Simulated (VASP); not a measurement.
Here is a VASP 6.6.1 calculation.

Contents of INCAR:

```
SYSTEM = Sn2Ge3
PREC     = Accurate       ! precision mode
ENCUT    = 520            ! plane-wave cutoff, eV
EDIFF    = 1E-7           ! SCF threshold, eV
ISMEAR   = 0              ! smearing method
SIGMA    = 0.1            ! smearing width, eV
LREAL    = .FALSE.        ! projectors in reciprocal space
LASPH    = .TRUE.         ! aspherical terms in the spheres
NELM     = 100            ! most SCF steps
ALGO     = Normal         ! electronic algorithm
ISIF     = 2              ! what is computed and relaxed
LWAVE    = .FALSE.        ! write WAVECAR
LCHARG   = .FALSE.        ! write CHGCAR
GGA      = PE             ! functional
NBANDS   = 43             ! bands
```

File KPOINTS:

```
Automatic mesh
0
G
  12 12 12
  0 0 0
```

POSCAR

```
Sn2Ge3
1.0
    1.6508333908      0.9531091025     12.2934479156
   -1.6508333908      0.9531091025     12.2934479156
    0.0000000000     -1.9062182051     12.2934479156
Sn Ge
2 3
Direct
    0.2932165505      0.2932165505      0.2932165505
    0.7067834495      0.7067834495      0.7067834495
    0.8916725855      0.8916725855      0.8916725855
    0.5000000000      0.5000000000      0.5000000000
    0.1083274145      0.1083274145      0.1083274145
```

Potentials or basis: VASP PAW PBE potentials, release 64 (Sn_d, Ge_d).

Run with:

```bash
$ cat potpaw_PBE.64/Sn_d/POTCAR potpaw_PBE.64/Ge_d/POTCAR > POTCAR
$ mpirun -np 1 vasp_std > vasp.out
```

(1) What does it give for the pressure?

(2) Predict the band gap on the k mesh.

(3) What does it give for the largest force?

## Answers

(1) -0.1 GPa.

(2) zero (bands 35 and 36 overlap by 6.05 eV).

(3) 0.004 eV/Å.

Caveat: spin-orbit coupling is left out, which moves the levels of the heavy elements.
